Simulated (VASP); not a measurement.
Here is a VASP 6.6.1 calculation.

File INCAR:

```
  ALGO = Normal
  EDIFF = 1E-6
  ENCUT = 520
  GGA = CA
  ISIF = 2
  ISMEAR = 0
  LASPH = True
  LCHARG = True
  LELF = True
  LREAL = False
  LVHAR = True
  LWAVE = False
  NBANDS = 21
  NELM = 60
  PREC = Accurate
  SIGMA = 0.05
```

KPOINTS

```
k-points
0
Gamma
  8 8 6
```

File POSCAR:

```
AlGaN2
1.0
    2.9556784651      0.0000000000      0.0000000000
    0.0000000000      2.9556784651      0.0000000000
    0.0000000000      0.0000000000      4.9955890650
Al Ga N
1 1 2
Direct
    0.5000000000      0.5000000000      0.5000000000
    0.0000000000      0.0000000000      0.0000000000
    0.5000000000      0.0000000000      0.7382648100
    0.0000000000      0.5000000000      0.2617351900
```

Potentials or basis: VASP PAW LDA potentials, release 64 (Al, Ga_d, N).

Launch:

```console
$ cat potpaw_LDA.64/Al/POTCAR potpaw_LDA.64/Ga_d/POTCAR potpaw_LDA.64/N/POTCAR > POTCAR
$ mpirun -np 1 vasp_std > vasp.out
```

(1) What does it give for the pressure?

(2) What does it give for the band gap on the k mesh?

Results:

(1) -5.9 GPa.

(2) 2.23 eV, indirect (least direct gap 2.26 eV).
